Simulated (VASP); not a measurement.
# Si in VASP: further runs, part 3 of 4

VASP 6.6.1. Earlier steps stand in the parts before.

## Step 4: Single point, PBE

The input, INCAR:

```
PREC = Accurate ; ENCUT = 500
EDIFF = 1E-6 ; ISMEAR = -1
SIGMA = 0.1 ; LREAL = False
LASPH = True ; NELM = 120
ALGO = Normal ; ISIF = 2
LWAVE = False ; LCHARG = False
GGA = PE ; NBANDS = 11
GGA_COMPAT = False
```

The input, KPOINTS:

```
Automatic mesh
0
Gamma
  8 8 8
```

The input, POSCAR:

```
Si
1.0
    0.0000000000      2.7350000000      2.7350000000
    2.7350000000      0.0000000000      2.7350000000
    2.7350000000      2.7350000000      0.0000000000
Si
2
Direct
   -0.0036563071      0.0036563071      0.0036563071
    0.2500000000      0.2500000000      0.2500000000
```

Potentials or basis: VASP PAW PBE potentials, release 64 (Si).

Launch:

```console
$ cat potpaw_PBE.64/Si/POTCAR > POTCAR
$ mpirun -np 1 vasp_std > vasp.out
```

OUTCAR:

```text
PREC = Accurate
   ENCUT = 500
   EDIFF = 1E-6
   ISMEAR = -1
   LREAL = False
   LASPH = True
   NELM = 120
   ISIF = 2
   GGA = PE

 ion  position               nearest neighbor table
   1  0.996  0.004  0.004-   2 2.36   2 2.36   2 2.38   2 2.38
   2  0.250  0.250  0.250-   1 2.36   1 2.36   1 2.38   1 2.38

  LATTYP: Found a face centered cubic cell.
 ALAT       =     5.4700000000

  Lattice vectors:

 A1 = (   0.0000000000,   2.7350000000,   2.7350000000)
 A2 = (   2.7350000000,   0.0000000000,   2.7350000000)
 A3 = (   2.7350000000,   2.7350000000,   0.0000000000)

Analysis of symmetry for initial positions (statically):
=====================================================================
 Subroutine PRICEL returns:
 Original cell was already a primitive cell.

 Routine SETGRP: Setting up the symmetry group for a
 face centered cubic supercell.

 Subroutine GETGRP returns: Found  8 space group operations
 (whereof  4 operations were pure point group operations)
 out of a pool of 48 trial point group operations.

The static configuration has the point symmetry C_2v.
 The point group associated with its full space group is D_2h.

Analysis of symmetry for dynamics (positions and initial velocities):
=====================================================================
 Subroutine PRICEL returns:
 Original cell was already a primitive cell.

 Routine SETGRP: Setting up the symmetry group for a
 face centered cubic supercell.

 Subroutine GETGRP returns: Found  8 space group operations
 (whereof  4 operations were pure point group operations)
 out of a pool of 48 trial point group operations.

The dynamic configuration has the point symmetry C_2v.
 The point group associated with its full space group is D_2h.

 Subroutine INISYM returns: Found  8 space group operations
 (whereof  4 operations are pure point group operations),
 and found     1 'primitive' translations

----------------------------------------------------------------------------------------

                                     Primitive cell

  volume of cell :      40.9168

  direct lattice vectors                    reciprocal lattice vectors
     0.000000000  2.735000000  2.735000000    -0.182815356  0.182815356  0.182815356
     2.735000000  0.000000000  2.735000000     0.182815356 -0.182815356  0.182815356
     2.735000000  2.735000000  0.000000000     0.182815356  0.182815356 -0.182815356

  length of vectors
     3.867874093  3.867874093  3.867874093     0.316645486  0.316645486  0.316645486

  position of ions in fractional coordinates (direct lattice)
     0.996343693  0.003656307  0.003656307
     0.250000000  0.250000000  0.250000000

  ion indices of the primitive-cell ions
   primitive index   ion index
                 1           1
                 2           2

----------------------------------------------------------------------------------------

 KPOINTS: Automatic mesh

Automatic generation of k-mesh.
 Grid dimensions read from file:
 generate k-points for:    8    8    8
[... 22 lines left out ...]
  0.125000  0.000000  0.000000      4.000000
  0.000000  0.125000  0.000000      4.000000
  0.250000  0.000000  0.000000      4.000000
  0.000000  0.250000  0.000000      4.000000
  0.375000  0.000000  0.000000      4.000000
[... 16 lines left out ...]
  0.375000 -0.125000 -0.125000      4.000000
 -0.375000  0.125000  0.000000      8.000000
 [... further k-points ...]
   k-points           NKPTS =     95   k-points in BZ     NKDIM =     95   number of bands    NBANDS=     11
   number of dos      NEDOS =    301   number of ions     NIONS =      2
   total plane-waves  NPLWV =  21952
   dimension x,y,z NGX =    28 NGY =   28 NGZ =   28
   dimension x,y,z NGXF=    56 NGYF=   56 NGZF=   56
   ions per type =               2
   NGX,Y,Z   is equivalent  to a cutoff of  12.03, 12.03, 12.03 a.u.
   NGXF,Y,Z  is equivalent  to a cutoff of  24.07, 24.07, 24.07 a.u.
 SYSTEM =  unknown system
   PREC   = accura    normal or accurate (medium, high low for compatibility)
   ISTART =      0    job   : 0-new  1-cont  2-samecut
   ICHARG =      2    charge: 1-file 2-atom 10-const
   ISPIN  =      1    spin polarized calculation?
   LNONCOLLINEAR =      F non collinear calculations
   LSORBIT =      F    spin-orbit coupling
   LASPH  =      T    aspherical Exc in radial PAW
   ENCUT  =  500.0 eV  36.75 Ry    6.06 a.u.   7.05  7.05  7.05*2*pi/ulx,y,z
   NELM   =    120;   NELMIN=  2; NELMDL= -5     # of ELM steps
   EDIFF  = 0.1E-05   stopping-criterion for ELM
   LREAL  =      F    real-space projection
   EDIFFG = 0.1E-04   stopping-criterion for IOM
   NSW    =      0    number of steps for IOM
   IBRION =     -1    ionic relax: 0-MD 1-quasi-New 2-CG
   NFREE  =      0    steps in history (QN), initial steepest desc. (CG)
   ISIF   =      2    stress and relaxation
   ISYM   =      2    0-nonsym 1-usesym 2-fastsym
   POTIM  = 0.5000    time-step for ionic-motion
   TEBEG  =    0.0;   TEEND  =   0.0 temperature during run
   PSTRESS=    0.0 pullay stress
   NELECT =       8.0000    total number of electrons
   NUPDOWN=      -1.0000    fix difference up-down
   EMIN   =  10.00;   EMAX   =-10.00  energy-range for DOS
   EFERMI =   0.00;   METHOD = LEGACY
   ISMEAR =    -1;   SIGMA  =   0.10  broadening in eV -4-tet -1-fermi 0-gaus
   EFERMI_NEDOS =   21; number of points for ismear=-14 and -15
   IALGO  =     38    algorithm
   IMIX   =      4    mixing-type and parameters
     AMIX     =   0.40;   BMIX     =  1.00
     AMIX_MAG =   1.60;   BMIX_MAG =  1.00
  volume/ion in A,a.u.               =      20.46       138.06
  Fermi-wavevector in a.u.,A,eV,Ry     =   0.950176  1.795573 12.283814  0.902835
  Thomas-Fermi vector in A             =   2.078528
   LORBIT       =      0    0 simple, 1 ext, 2 COOP (PROOUT), +10 PAW based schemes
   GGA     = PE    functional components
   LHFCALC =     F    Hartree Fock is set to
   AEXX    =    0.0000 exact exchange contribution
   IVDW    =     0    specifies the selected vdW correction
   LEPSILON=     F    determine dielectric tensor
   LRPA    =     F    only Hartree local field effects (RPA)
 non-spin polarized calculation
  energy-cutoff  :      500.00
  volume of cell :       40.92
 maximum number of plane-waves:      1056
   NGX = 15   NGY = 15   NGZ = 15

 number of electron       8.0000000 magnetization

 Free energy of the ion-electron system (eV)
  ---------------------------------------------------
  ext. energy  EPLUGINS =         0.00000000
  ---------------------------------------------------
  free energy    TOTEN  =       -10.84368348 eV

  energy without entropy =      -10.84259415  energy(sigma->0) =      -10.84313882

 E-fermi :   5.9072     XC(G=0):  -9.3243

 val. band max:        5.7051827978   @ k =   0.0000   0.0000   0.0000
 cond. band min:       6.2581745502   @ k =   0.0000   0.3750   0.3750
 fundamental gap:      0.5529917524
 Fermi energy:         5.9071878530

 k-point     1 :       0.0000    0.0000    0.0000
  band No.  band energies     occupation
      1      -6.2007      2.00000
      2       5.5145      1.96135
      3       5.6108      1.90187
      4       5.7052      1.76577
      5       8.1092      0.00000
      6       8.1646      0.00000
      7       8.2229      0.00000
      8       8.7352      0.00000
      9      13.3176      0.00000
     10      13.3202      0.00000
     11      13.4829      0.00000
[... 309 lines left out ...]
 k-point    24 :      -0.3750    0.1250    0.0000
  band No.  band energies     occupation
      1      -4.0608      2.00000
      2      -0.7234      2.00000
      3       3.2188      2.00000
      4       4.3605      2.00000
      5       7.9266      0.00000
      6       9.2160      0.00000
      7       9.5224      0.00000
      8      13.4223      0.00000
      9      13.6354      0.00000
     10      14.7172      0.00000
     11      16.7118      0.00000

 [... further k-points ...]

------------------------ aborting loop because EDIFF is reached ----------------------------------------

  FORCE on cell =-STRESS in cart. coord.  units (eV):
  Direction    XX          YY          ZZ          XY          YZ          ZX
  --------------------------------------------------------------------------------------
  -------------------------------------------------------------------------------------
  Total       -0.0174370     -0.0119400     -0.0119400      0.0000000      0.1806523      0.0000000
  in kB       -0.6827809     -0.4675319     -0.4675319      0.0000000      7.0737873      0.0000000
  external PRESSURE =      -0.5392816 kB  Pullay stress =       0.0000000 kB

 VOLUME and BASIS-vectors are now :
 -----------------------------------------------------------------------------
  energy-cutoff  :      500.00
  volume of cell :       40.92
      direct lattice vectors                 reciprocal lattice vectors
     0.000000000  2.735000000  2.735000000    -0.182815356  0.182815356  0.182815356
     2.735000000  0.000000000  2.735000000     0.182815356 -0.182815356  0.182815356
     2.735000000  2.735000000  0.000000000     0.182815356  0.182815356 -0.182815356

 POSITION                                       TOTAL-FORCE (eV/Angst)
 -----------------------------------------------------------------------------------
      0.02000      2.73500      2.73500        -0.257899      0.000000      0.000000
      1.36750      1.36750      1.36750         0.257899      0.000000      0.000000
 -----------------------------------------------------------------------------------
    total drift:                               -0.000001      0.000000      0.000000

  FREE ENERGIE OF THE ION-ELECTRON SYSTEM (eV)
  ---------------------------------------------------
  free  energy   TOTEN  =       -10.8436834820 eV

  energy  without entropy=      -10.8425941534  energy(sigma->0) =      -10.84313882
```

OSZICAR:

```text
N       E                     dE             d eps       ncg     rms          rms(c)
DAV:   1     0.591361995261E+01    0.59136E+01   -0.30973E+03  2090   0.542E+02
DAV:   2    -0.104915525142E+02   -0.16405E+02   -0.15669E+02  2798   0.817E+01
DAV:   3    -0.110079570107E+02   -0.51640E+00   -0.51499E+00  2653   0.123E+01
DAV:   4    -0.110120056481E+02   -0.40486E-02   -0.40482E-02  2527   0.138E+00
DAV:   5    -0.110120457406E+02   -0.40093E-04   -0.40093E-04  2623   0.126E-01    0.475E+00
DAV:   6    -0.108959495656E+02    0.11610E+00   -0.65070E-02  2377   0.105E+00    0.289E+00
DAV:   7    -0.108421722805E+02    0.53777E-01   -0.12742E-01  2390   0.158E+00    0.167E-01
DAV:   8    -0.108434468513E+02   -0.12746E-02   -0.57514E-03  2416   0.406E-01    0.793E-02
DAV:   9    -0.108436582302E+02   -0.21138E-03   -0.20507E-04  2624   0.870E-02    0.587E-02
DAV:  10    -0.108436828788E+02   -0.24649E-04   -0.21715E-05  2443   0.267E-02    0.537E-03
DAV:  11    -0.108436834820E+02   -0.60321E-06   -0.20467E-06  2578   0.739E-03
   1 F= -.10843683E+02 E0= -.10843139E+02  d E =-.108933E-02
```

stdout:

```text
POSCAR found type information on POSCAR Si
 POSCAR found :  1 types and       2 ions
 scaLAPACK will be used
 LDA part: xc-table for (Slater+PW92), standard interpolation
 POSCAR, INCAR and KPOINTS ok, starting setup
 FFT: planning ... GRIDC
 FFT: planning ... GRID_SOFT
 FFT: planning ... GRID
 WAVECAR not read
 entering main loop
```

It took 12 s on 1 thread of Intel Xeon 6975P-C (Granite Rapids), shared host; peak memory 0.16 GiB.

What came out:

```
Free energy            : -10.8437 eV
Pressure               : -0.1 GPa
Largest force          : 0.258 eV/Å
Band gap on the k mesh : 0.55 eV (least direct gap 2.40 eV)
```

Forces in eV/Å, atoms in the order of the input:
```
Si  -0.258  0.000  0.000
Si   0.258  0.000  0.000
```

Stress tensor (GPa, compression positive):
```
-0.07  0.00  0.00
 0.00 -0.05  0.71
 0.00  0.71 -0.05
```

Caveat: semilocal functionals underestimate gaps, and a narrow one can read as zero. A k mesh can miss the band edges.

## Step 5: Single point, PBE, non-collinear spin, zero start, spin-orbit coupling

The input, INCAR:

```
PREC     = Accurate       # precision mode
ENCUT    = 500            # plane-wave cutoff, eV
EDIFF    = 1E-6           # SCF threshold, eV
ISMEAR   = -1             # smearing method
SIGMA    = 0.02           # smearing width, eV
LREAL    = F              # projectors in reciprocal space
LASPH    = T              # aspherical terms in the spheres
NELM     = 200            # most SCF steps
ALGO     = Normal         # electronic algorithm
ISIF     = 2              # what is computed and relaxed
LWAVE    = F              # write WAVECAR
LCHARG   = F              # write CHGCAR
LNONCOLLINEAR= T              # non-collinear magnetism
MAGMOM   = 0 0 0 0 0 0    # initial moments
LORBIT   = 11             # projections on sites
LSORBIT  = T              # spin-orbit coupling
GGA_COMPAT= F            
LORBMOM  = T            
GGA      = PE             # functional
NBANDS   = 20             # bands
```

The input, KPOINTS:

```
regular mesh
0
Gamma
  6 6 6
```

POSCAR: that of step 4 with these lines changed.

```diff
@@ -8,3 +8,3 @@
 Direct
-   -0.0036563071      0.0036563071      0.0036563071
+    0.0000000000      0.0000000000      0.0000000000
     0.2500000000      0.2500000000      0.2500000000
```

Launch:

```console
$ cat potpaw_PBE.64/Si/POTCAR > POTCAR
$ mpirun -np 1 vasp_ncl > vasp.out
```

It took 12 s on 1 thread of Intel Xeon 6975P-C (Granite Rapids), shared host; peak memory 0.23 GiB.

The run converged. Its results:

- Free energy: -10.8267 eV
- Pressure: 0.0 GPa
- Net moment: 0.00 μB per cell
- Valence electrons inside the program's atomic spheres: Si 1.68

Moments on the atoms (μB; x, y, z):
```
Si  0.00 0.00 0.00
Si  0.00 0.00 0.00
```

(Part 3 of 4 ends here.)
